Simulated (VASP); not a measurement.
Crystal: Au.

```
CELL_PARAMETERS angstrom
2.91921 0.00000 0.00000
-1.45960 2.52811 0.00000
0.00000 0.00000 4.91232
ATOMIC_POSITIONS crystal
Au 0.66667 0.33333 0.25000
Au 0.33333 0.66667 0.75000
```

Base run:

- Program: VASP 6.6.1
- Functional: r2SCAN
- Potentials or basis: VASP PAW PBE potentials, release 64 (Au)
- Cutoff: 520 eV
- k mesh: 11 × 11 × 6
- Occupations: fermi-dirac, width 0.05 eV
- Spin: no spin polarisation

Its results: band gap on the k mesh zero (band 11 reaches 12.08 eV, above the bottom of band 12 at 5.56 eV); pressure -4.1 GPa.

Q: The run is repeated on the same cell with these changes: functional from r2SCAN to PBE; further incar settings from ALGO = Normal; EDIFF = 1e-06; NBANDS = 18 to ALGO = Fast; EDIFF = 1e-07; NBANDS = 18. What comes out?

A: Band gap on the k mesh zero (band 11 reaches 12.04 eV, above the bottom of band 12 at 5.92 eV); pressure -1.2 GPa.

Caveats: spin-orbit coupling is left out, which moves the levels of the heavy elements; the PAW data sets were made with another functional, which shifts forces and pressure a little (some runs).
